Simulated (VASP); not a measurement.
A run of VASP 6.6.1:

The input POSCAR:

```
CaO
1.0
    0.0000000000      2.4740490960      2.6067317416
    2.4740490960      0.0000000000      2.6067317416
    2.4740490960      2.4740490960      0.0000000000
Ca O
1 1
Direct
    0.0000000000      0.0000000000      0.0000000000
    0.2500000000      0.2500000000      0.2500000000
```

The input INCAR.step1:

```
SYSTEM = CaO
ALGO = Normal ; EDIFF = 1E-5
ENCUT = 520 ; GGA = PE
ISIF = 2 ; ISMEAR = 0
LASPH = .True. ; LCHARG = .False.
LREAL = .False. ; LWAVE = .True.
NBANDS = 15 ; NELM = 60
PREC = Accurate ; SIGMA = 0.01
```

File INCAR.step2:

```
SYSTEM = CaO
ALGO = Normal ; EDIFF = 1E-6
ENCUT = 520 ; GGA = PE
HFSCREEN = 0.2079 ; ISIF = 2
ISMEAR = 0 ; ISTART = 1
LASPH = .True. ; LCHARG = .False.
LHFCALC = .True. ; LREAL = .False.
LWAVE = .False. ; NBANDS = 15
NELM = 60 ; PREC = Accurate
PRECFOCK = Normal ; SIGMA = 0.01
```

KPOINTS

```
k-points
0
Gamma
  6 6 6
  0 0 0
```

Potentials or basis: VASP PAW PBE potentials, release 64 (Ca_sv, O).

Command:

```bash
$ cat potpaw_PBE.64/Ca_sv/POTCAR potpaw_PBE.64/O/POTCAR > POTCAR
$ cp INCAR.step1 INCAR
$ mpirun -np 1 vasp_std > vasp.out
$ cp INCAR.step2 INCAR
$ mpirun -np 1 vasp_std > vasp.out
```

Hardware: 1 thread of AMD EPYC 7R13 Processor (Zen 3), on a shared host.

Estimate the wall time of this run.

Wall time 59 min on 1 thread of AMD EPYC 7R13 Processor (Zen 3), on a shared host, peak memory 0.26 GiB. Counts: k points 30.
